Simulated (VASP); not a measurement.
# TePt (P6_3/mmc) in VASP: notebook

Runs on TePt. Level: r2SCAN. Tasks: single point.

Program: VASP 6.6.1. These are calculated values, not measurements. Logs are shortened: lines on timing, memory, paths and dates and some standing lists are left out, and cuts for length are marked.

**1. The cell of the first run**

Symmetry: P6_3/mmc, No. 194, hexagonal system. Conventional cell: a = 3.782 Å, b = 3.782 Å, c = 5.010 Å, α = 90.00°, β = 90.00°, γ = 120.00°. Te (site symmetry -6m2) has 6 Pt at 2.52 Å and 6 Te at 3.32 Å within 3.4 Å. Pt (site symmetry -3m) has 2 Pt at 2.51 Å and 6 Te at 2.52 Å within 3.3 Å.

**2. Single point, r2SCAN (strain -0.080 along x and y, -0.080 along z)**

POSCAR reads:

```
TePt
1.0
    3.7821198268      0.0000000000      0.0000000000
   -1.8910599134      3.2754118502      0.0000000000
    0.0000000000      0.0000000000      5.0103200000
Te Pt
2 2
Direct
    0.3333333333      0.6666666667      0.2500000000
    0.6666666667      0.3333333333      0.7500000000
    0.0000000000      0.0000000000      0.0000000000
    0.0000000000      0.0000000000      0.5000000000
```

INCAR.step1 reads:

```
SYSTEM = TePt
  PREC = Accurate
  ENCUT = 550
  ISMEAR = 0
  SIGMA = 0.15
  LREAL = .False.
  LASPH = .True.
  NELM = 120
  NBANDS = 24
  GGA = PE
  ALGO = Normal
  EDIFF = 1E-5
  LWAVE = .True.
  LCHARG = .False.
  GGA_COMPAT = .False.
```

INCAR.step2 reads:

```
SYSTEM = TePt
  PREC = Accurate
  ENCUT = 550
  EDIFF = 1E-6
  ISMEAR = 0
  SIGMA = 0.15
  LREAL = .False.
  LASPH = .True.
  NELM = 120
  ALGO = Normal
  ISIF = 2
  LWAVE = .False.
  LCHARG = .False.
  METAGGA = R2SCAN
  LMIXTAU = .True.
  NBANDS = 24
  ISTART = 1
  GGA_COMPAT = .False.
```

KPOINTS reads:

```
regular mesh
0
Gamma
  12 12 10
  0 0 0
```

Potentials or basis: VASP PAW PBE potentials, release 64 (Te, Pt).

On the command line:

```bash
> cat potpaw_PBE.64/Te/POTCAR potpaw_PBE.64/Pt/POTCAR > POTCAR
> cp INCAR.step1 INCAR
> mpirun -np 1 vasp_std > vasp.out
> cp INCAR.step2 INCAR
> mpirun -np 1 vasp_std > vasp.out
```

OUTCAR:

```text
SYSTEM = TePt
   PREC = Accurate
   ENCUT = 550
   EDIFF = 1E-6
   ISMEAR = 0
   LREAL = .False.
   LASPH = .True.
   NELM = 120
   ISIF = 2
   METAGGA = R2SCAN
   ISTART = 1

 ion  position               nearest neighbor table
   1  0.333  0.667  0.250-   3 2.52   4 2.52   3 2.52   4 2.52   3 2.52   4 2.52   2 3.32   2 3.32
                             2 3.32   2 3.32   2 3.32   2 3.32
   2  0.667  0.333  0.750-   3 2.52   4 2.52   3 2.52   4 2.52   3 2.52   4 2.52   1 3.32   1 3.32
                             1 3.32   1 3.32   1 3.32   1 3.32
   3  0.000  0.000  0.000-   4 2.51   4 2.51   1 2.52   2 2.52   2 2.52   1 2.52   2 2.52   1 2.52

   4  0.000  0.000  0.500-   3 2.51   3 2.51   1 2.52   2 2.52   2 2.52   1 2.52   2 2.52   1 2.52

  LATTYP: Found a hexagonal cell.
 ALAT       =     3.7821198268
 C/A-ratio  =     1.3247385671

  Lattice vectors:

 A1 = (   3.7821198268,   0.0000000000,   0.0000000000)
 A2 = (  -1.8910599134,   3.2754118502,   0.0000000000)
 A3 = (   0.0000000000,   0.0000000000,   5.0103200000)

Analysis of symmetry for initial positions (statically):
=====================================================================
 Subroutine PRICEL returns:
 Original cell was already a primitive cell.

 Routine SETGRP: Setting up the symmetry group for a
 hexagonal supercell.

 Subroutine GETGRP returns: Found 24 space group operations
 (whereof 12 operations were pure point group operations)
 out of a pool of 24 trial point group operations.

The static configuration has the point symmetry D_3d.
 The point group associated with its full space group is D_6h.

Analysis of symmetry for dynamics (positions and initial velocities):
=====================================================================
 Subroutine PRICEL returns:
 Original cell was already a primitive cell.

 Routine SETGRP: Setting up the symmetry group for a
 hexagonal supercell.

 Subroutine GETGRP returns: Found 24 space group operations
 (whereof 12 operations were pure point group operations)
 out of a pool of 24 trial point group operations.

The dynamic configuration has the point symmetry D_3d.
 The point group associated with its full space group is D_6h.

 Subroutine INISYM returns: Found 24 space group operations
 (whereof 12 operations are pure point group operations),
 and found     1 'primitive' translations

----------------------------------------------------------------------------------------

                                     Primitive cell

[... 90 lines left out ...]
   LSORBIT =      F    spin-orbit coupling
   LASPH  =      T    aspherical Exc in radial PAW
   ENCUT  =  550.0 eV  40.42 Ry    6.36 a.u.   7.23  7.23  9.58*2*pi/ulx,y,z
   NELM   =    120;   NELMIN=  2; NELMDL=  0     # of ELM steps
   EDIFF  = 0.1E-05   stopping-criterion for ELM
   LREAL  =      F    real-space projection
   EDIFFG = 0.1E-04   stopping-criterion for IOM
   NSW    =      0    number of steps for IOM
   IBRION =     -1    ionic relax: 0-MD 1-quasi-New 2-CG
   NFREE  =      0    steps in history (QN), initial steepest desc. (CG)
   ISIF   =      2    stress and relaxation
   ISYM   =      2    0-nonsym 1-usesym 2-fastsym
   POTIM  = 0.5000    time-step for ionic-motion
   TEBEG  =    0.0;   TEEND  =   0.0 temperature during run
   PSTRESS=    0.0 pullay stress
   NELECT =      32.0000    total number of electrons
   NUPDOWN=      -1.0000    fix difference up-down
   EMIN   =  10.00;   EMAX   =-10.00  energy-range for DOS
   EFERMI =   0.00;   METHOD = LEGACY
   ISMEAR =     0;   SIGMA  =   0.15  broadening in eV -4-tet -1-fermi 0-gaus
   EFERMI_NEDOS =   21; number of points for ismear=-14 and -15
   IALGO  =     38    algorithm
   IMIX   =      4    mixing-type and parameters
     AMIX     =   0.40;   BMIX     =  1.00
     AMIX_MAG =   1.60;   BMIX_MAG =  1.00
  volume/ion in A,a.u.               =      15.52       104.71
  Fermi-wavevector in a.u.,A,eV,Ry     =   1.312711  2.480665 23.445713  1.723211
  Thomas-Fermi vector in A             =   2.443085
   LORBIT       =      0    0 simple, 1 ext, 2 COOP (PROOUT), +10 PAW based schemes
   METAGGA = R2SCAN    functional components
   LHFCALC =     F    Hartree Fock is set to
   AEXX    =    0.0000 exact exchange contribution
   IVDW    =     0    specifies the selected vdW correction
   LEPSILON=     F    determine dielectric tensor
   LRPA    =     F    only Hartree local field effects (RPA)
 non-spin polarized calculation
 Gauss-broadening in eV      SIGMA  =   0.15
  energy-cutoff  :      550.00
  volume of cell :       62.07
 maximum number of plane-waves:      1836
 NGX is ok and might be reduce to    30
   NGX = 15   NGY = 15   NGZ = 19

 number of electron      32.0000007 magnetization

 Free energy of the ion-electron system (eV)
  ---------------------------------------------------
  ext. energy  EPLUGINS =         0.00000000
  ---------------------------------------------------
  free energy    TOTEN  =      -148.63909561 eV

  energy without entropy =     -148.62108171  energy(sigma->0) =     -148.63008866

 E-fermi :  16.0881     XC(G=0): -13.8484

 val. band max:       16.0864760116   @ k =   0.3333   0.0833   0.3000
 cond. band min:      16.0959195389   @ k =   0.3333   0.3333   0.1000
 fundamental gap:      0.0094435273
 Fermi energy:        16.0880989797

 k-point     1 :       0.0000    0.0000    0.0000
  band No.  band energies     occupation
      1      -2.4990      2.00000
      2       2.7521      2.00000
      3       4.7619      2.00000
      4       6.0540      2.00000
      5       6.0540      2.00000
      6       6.7106      2.00000
[... 637 lines left out ...]
     23      23.3301      0.00000
     24      24.7495      0.00000

 [... further k-points ...]
[... 5 lines left out ...]
  --------------------------------------------------------------------------------------
  -------------------------------------------------------------------------------------
  Total       39.8686376     39.8686376     42.8564200     -0.0000000      0.0000000      0.0000000
  in kB     1029.1420261   1029.1420261   1106.2666169     -0.0000000      0.0000000      0.0000000
  external PRESSURE =    1054.8502230 kB  Pullay stress =       0.0000000 kB

 VOLUME and BASIS-vectors are now :
 -----------------------------------------------------------------------------
  energy-cutoff  :      550.00
  volume of cell :       62.07
      direct lattice vectors                 reciprocal lattice vectors
     3.782119827  0.000000000  0.000000000     0.264401988  0.152652559  0.000000000
    -1.891059913  3.275411850  0.000000000     0.000000000  0.305305118  0.000000000
     0.000000000  0.000000000  5.010320000     0.000000000  0.000000000  0.199588050

 POSITION                                       TOTAL-FORCE (eV/Angst)
 -----------------------------------------------------------------------------------
     -0.00000      2.18361      1.25258        -0.000000     -0.000000      0.000000
      1.89106      1.09180      3.75774         0.000000      0.000000      0.000000
      0.00000      0.00000      0.00000         0.000000      0.000000      0.000000
      0.00000      0.00000      2.50516         0.000000      0.000000      0.000000
 -----------------------------------------------------------------------------------
    total drift:                                0.000000     -0.000000      0.000000

  FREE ENERGIE OF THE ION-ELECTRON SYSTEM (eV)
  ---------------------------------------------------
  free  energy   TOTEN  =      -148.6390956075 eV

  energy  without entropy=     -148.6210817124  energy(sigma->0) =     -148.63008866
```

OUTCAR.step1:

```text
SYSTEM = TePt
   PREC = Accurate
   ENCUT = 550
   ISMEAR = 0
   LREAL = .False.
   LASPH = .True.
   NELM = 120
[... 882 lines left out ...]
      1.89106      1.09180      3.75774         0.000000     -0.000000      0.000000
      0.00000      0.00000      0.00000        -0.000000     -0.000000      0.000000
      0.00000      0.00000      2.50516         0.000000     -0.000000      0.000000
 -----------------------------------------------------------------------------------
    total drift:                                0.000000     -0.000000      0.000000

  FREE ENERGIE OF THE ION-ELECTRON SYSTEM (eV)
  ---------------------------------------------------
  free  energy   TOTEN  =       -12.9719673458 eV

  energy  without entropy=      -12.9528026940  energy(sigma->0) =      -12.96238502
```

OSZICAR.step1:

```text
N       E                     dE             d eps       ncg     rms          rms(c)
DAV:   1     0.197369092111E+03    0.19737E+03   -0.15258E+04  5496   0.128E+03
DAV:   2    -0.626605024318E+01   -0.20364E+03   -0.19113E+03  6552   0.266E+02
DAV:   3    -0.134173875915E+02   -0.71513E+01   -0.70337E+01  6792   0.484E+01
DAV:   4    -0.134915365277E+02   -0.74149E-01   -0.74118E-01  6224   0.552E+00
DAV:   5    -0.134928027682E+02   -0.12662E-02   -0.12661E-02  6896   0.706E-01    0.433E+01
DAV:   6    -0.131229861773E+02    0.36982E+00   -0.42884E-01  5984   0.576E+00    0.260E+01
DAV:   7    -0.129748073624E+02    0.14818E+00   -0.82920E-02  5832   0.192E+00    0.122E+00
DAV:   8    -0.129717391719E+02    0.30682E-02   -0.10071E-02  6496   0.917E-01    0.412E-01
DAV:   9    -0.129719588437E+02   -0.21967E-03   -0.83878E-04  6416   0.175E-01    0.241E-01
DAV:  10    -0.129719721012E+02   -0.13257E-04   -0.14040E-04  6288   0.815E-02    0.430E-02
DAV:  11    -0.129719673458E+02    0.47554E-05   -0.99340E-06  4168   0.215E-02
   1 F= -.12971967E+02 E0= -.12962385E+02  d E =-.191647E-01
```

Wall time 14 min (1 thread of Oxide Virtual Turin-like, shared host); peak memory 0.28 GiB.

What came out:

| Property | Result |
| --- | --- |
| Free energy | -148.6391 eV |
| Pressure | 105.5 GPa |
| Band gap on the k mesh | zero (bands 16 and 17 overlap by 1.77 eV) |

Caveat: the cell differs from its parent crystal (strain -0.080 along x and y, -0.080 along z); the stress differs along the axes, from 103 to 111 GPa; the PAW data sets were made with another functional, which shifts forces and pressure a little; spin-orbit coupling is left out, which moves the levels of the heavy elements.

**3. Single point, r2SCAN (strain -0.080 along x and y, -0.040 along z)**

POSCAR, as its differences from that of step 2:

```diff
@@ -4,3 +4,3 @@
    -1.8910599134      3.2754118502      0.0000000000
-    0.0000000000      0.0000000000      5.0103200000
+    0.0000000000      0.0000000000      5.2281600000
 Te Pt
```

INCAR.step1 reads:

```
PREC = Accurate
ENCUT = 550
ISMEAR = 0
SIGMA = 0.15
LREAL = False
LASPH = True
NELM = 120
NBANDS = 24
GGA = PE
ALGO = Normal
EDIFF = 1E-5
LWAVE = True
LCHARG = False
GGA_COMPAT = False
```

INCAR.step2 reads:

```
PREC = Accurate
ENCUT = 550
EDIFF = 1E-6
ISMEAR = 0
SIGMA = 0.15
LREAL = False
LASPH = True
NELM = 120
ALGO = Normal
ISIF = 2
LWAVE = False
LCHARG = False
METAGGA = R2SCAN
LMIXTAU = True
NBANDS = 24
ISTART = 1
GGA_COMPAT = False
```

KPOINTS reads:

```
Automatic mesh
0
Gamma
  12 12 10
```

Potentials or basis: VASP PAW PBE potentials, release 64 (Te, Pt).

On the command line:

```bash
> cat potpaw_PBE.64/Te/POTCAR potpaw_PBE.64/Pt/POTCAR > POTCAR
> cp INCAR.step1 INCAR
> mpirun -np 1 vasp_std > vasp.out
> cp INCAR.step2 INCAR
> mpirun -np 1 vasp_std > vasp.out
```

It took 10 min on 1 thread of Oxide Virtual Turin-like, shared host; peak memory 0.29 GiB.

The run converged. Its results:

```yaml
Free_energy: -150.2357 eV
Pressure: 82.7 GPa
Band_gap_on_the_k_mesh: zero (bands 16 and 17 overlap by 1.64 eV)
```

Stress tensor (GPa, compression positive):
```
83.81  0.00  0.00
 0.00 83.81  0.00
 0.00  0.00 80.62
```

Levels at points of the mesh, in eV from the Fermi level:
```
           k point  band 12  band 13  band 14  band 15  band 16  band 17  band 18  band 19  band 20  band 21
(0.00, 0.00, 0.00)    -3.72    -2.41    -2.41    -0.08     0.22     1.17     3.38     3.38     4.21     4.21
(0.50, 0.00, 0.00)    -4.90    -4.34    -4.03    -3.67    -1.19     1.49     3.30     3.73     4.01     4.22
(0.00, 0.00, 0.50)    -5.80    -3.19    -3.19     1.29     1.29     1.29     1.29     4.21     4.21     6.04
(0.50, 0.00, 0.50)    -5.03    -4.91    -4.91    -1.13    -1.13     1.28     1.28     2.57     2.57     7.06
```

Caveat: the cell differs from its parent crystal (strain -0.080 along x and y, -0.040 along z); the cell stands under pressure; the PAW data sets were made with another functional, which shifts forces and pressure a little; spin-orbit coupling is left out, which moves the levels of the heavy elements.

[end of part 1 of 2]

The gap in the log of VASP goes by the Fermi energy; the results here count the filled bands.